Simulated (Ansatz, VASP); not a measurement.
## Two plane-wave programs on ZrN

Contents of INCAR:

```
SYSTEM = ZrN
ALGO = Normal ; EDIFF = 1E-6
ENCUT = 600 ; GGA = PE
GGA_COMPAT = .FALSE. ; ISIF = 2
ISMEAR = 0 ; LASPH = .TRUE.
LCHARG = .FALSE. ; LREAL = .FALSE.
LWAVE = .FALSE. ; NBANDS = 16
NELM = 120 ; PREC = Accurate
SIGMA = 0.1
```

The input KPOINTS:

```
k-points
0
G
  8 8 8
  0 0 0
```

POSCAR

```
ZrN
1.0
    0.0000000000      2.2942655869      2.2942655869
    2.2942655869      0.0000000000      2.2942655869
    2.2942655869      2.2942655869      0.0000000000
Zr N
1 1
Direct
    0.5000000000      0.5000000000      0.5000000000
    0.0000000000      0.0000000000      0.0000000000
```

Input for Ansatz:

```yaml
crystal:
  lattice:
    - [0.0, 2.2942655869, 2.2942655869]
    - [2.2942655869, 0.0, 2.2942655869]
    - [2.2942655869, 2.2942655869, 0.0]
  atoms:
    - { symbol: Zr, position: [0.5, 0.5, 0.5] }
    - { symbol: "N", position: [0.0, 0.0, 0.0] }
basis:
  ecutwfc: 420
kpoints:
  mp_grid: { grid: [8, 8, 8] }
hamiltonian:
  xc: pbe
scf:
  occupations: { method: gaussian, width: 0.1 }
output:
  forces: true
  stress: true
  eigenvalues: true
```

Alike in both runs: task single point; functional PBE; k mesh 8 × 8 × 8; occupations gaussian, width 0.1 eV; no spin polarisation.

|  | VASP | Ansatz |
| --- | --- | --- |
| version | VASP 6.6.1 | Ansatz 0.2.0 |
| potentials or method | VASP PAW PBE potentials, release 64 (Zr_sv, N), cutoff 600 eV | scalar-relativistic, plane waves, PAW |
| valence electrons in the cell | 17 | 17 |

Ansatz gave:

```
gap on the k mesh at the Fermi level (eV) : none
pressure (GPa)                            : 1.2
```

Which values does VASP return?

gap on the k mesh at the Fermi level (eV): none; pressure (GPa): 1.4.

A gap of «none» marks a metal or a gap that the smearing closes.
